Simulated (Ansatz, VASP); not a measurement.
## GaSb: VASP beside Ansatz

```
CELL_PARAMETERS angstrom
0.00000 3.13548 2.98252
3.13548 0.00000 2.98252
3.13548 3.13548 0.00000
ATOMIC_POSITIONS crystal
Ga 0.00000 0.00000 0.00000
Sb 0.75000 0.75000 0.75000
```

Change from the starting cell: strain +0.025 along x and y, -0.025 along z, atoms carried along.

Alike in both runs: task single point; functional r2SCAN; k mesh 10 × 10 × 10; occupations gaussian, width 0.05 eV; no spin polarisation.

```csv
,VASP,Ansatz
version,VASP 6.6.1,Ansatz 0.2.0
potentials or method,"VASP PAW PBE potentials, release 64 (Ga_d, Sb), cutoff 520 eV","scalar-relativistic, plane waves, PAW"
valence electrons in the cell,18,28
```

```csv
,VASP,Ansatz,Ansatz less VASP
gap on the k mesh at the Fermi level (eV),0.07,0.08,+0.016
least direct gap on the mesh (eV),0.07,0.08,+0.016
pressure (GPa),-0.8,-0.9,-0.08
"traceless stress, the component that is largest in VASP (GPa)",1.48,1.49,+0.014
```

VASP's potentials were made for PBE, not for r2SCAN. The functional is the same, so the differences come from potentials, cutoffs and numerics. VASP's potentials hold 18 valence electrons a cell and Ansatz's 28, so a difference there can come from the potentials and not from the codes.

Spin-orbit coupling is off throughout.
